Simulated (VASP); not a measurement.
In2O: single point with PBE

Crystal: In2O.

```xyz
6
Lattice="0.0000 4.1421 4.1421 4.1421 0.0000 4.1421 4.1421 4.1421 0.0000" Properties=species:S:1:pos:R:3 pbc="T T T"
In    1.0355    1.0355    1.0355
In    1.0355    3.1066    3.1066
In    3.1066    3.1066    1.0355
In    3.1066    1.0355    3.1066
O     4.1421    4.1421    4.1421
O     6.2132    6.2132    6.2132
```

- Program: VASP 6.6.1
- Task: single point
- Functional: PBE
- Potentials or basis: VASP PAW PBE potentials, release 64 (In_d, O)
- Cutoff: 600 eV
- k mesh: 4 × 4 × 4
- Occupations: gaussian, width 0.1 eV
- Spin: collinear spin, ferromagnetic start
- Starting moments: [0.0, 0.0, 0.0, 0.0, 1.0, 1.0] μB
- Dipole correction: no
- Further INCAR settings: ALGO = Normal; EDIFF = 1e-06; NBANDS = 45

```
Pressure                                              : 0.1 GPa
Band gap on the k mesh                                : zero (filled and empty bands overlap)
Net moment                                            : 0.00 μB per cell
Valence electrons inside the program's atomic spheres : In 11.36; O 4.69
```

Levels at points of the mesh, in eV from the Fermi level:
Spin up:
```tsv
k point	band 29	band 30	band 31	band 32	band 33	band 34	band 35	band 36
(0.00, 0.00, 0.00)	-1.46	-1.46	-0.59	-0.59	-0.59	1.22	1.22	1.22
(0.50, 0.00, 0.00)	-1.49	-0.43	-0.14	-0.14	0.13	1.61	1.61	4.46
(0.50, 0.50, 0.00)	-0.20	-0.20	-0.03	-0.03	0.47	0.47	4.13	4.13
```
Spin down:
```
           k point  band 29  band 30  band 31  band 32  band 33  band 34  band 35  band 36
(0.00, 0.00, 0.00)    -1.46    -1.46    -0.59    -0.59    -0.59     1.22     1.22     1.22
(0.50, 0.00, 0.00)    -1.49    -0.43    -0.14    -0.14     0.13     1.61     1.61     4.46
(0.50, 0.50, 0.00)    -0.20    -0.20    -0.03    -0.03     0.47     0.47     4.13     4.13
```

It took 3.6 min on 1 thread of Intel(R) Xeon(R) Platinum 8488C (Sapphire Rapids), on a shared host, peak memory 0.43 GiB.

Caveat: spin-orbit coupling is left out, which moves the levels of the heavy elements.
